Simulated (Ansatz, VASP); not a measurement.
**Si2Sn: VASP beside Ansatz**

```
Si Sn
1.0
     0.00000    3.28965    3.28965
     3.28965    0.00000    3.28965
     3.28965    3.28965    0.00000
Si Sn
2 1
Direct
  0.25000 0.25000 0.25000
  0.75000 0.75000 0.75000
  0.00000 0.00000 0.00000
```

Alike in both runs: task relaxation of cell and atoms; functional PBE; k mesh 12 × 12 × 12; occupations gaussian, width 0.1 eV; no spin polarisation.

```csv
,VASP,Ansatz
version,VASP 6.6.1,Ansatz 0.2.0
potentials or method,"VASP PAW PBE potentials, release 64 (Si, Sn_d), cutoff 600 eV","scalar-relativistic, plane waves, PAW"
valence electrons in the cell,22,22
```

Ansatz gave:

- gap on the k mesh at the Fermi level, each at its own relaxed structure (eV): none
- relaxed volume (Å³/atom): 23.55
- relaxed length of the cell vector where the two differ most in proportion (Å): 4.640

Q: Which values does VASP return?

A: gap on the k mesh at the Fermi level, each at its own relaxed structure (eV): none; relaxed volume (Å³/atom): 23.53; relaxed length of the cell vector where the two differ most in proportion (Å): 4.639.

A gap of «none» marks a metal or a gap that the smearing closes.
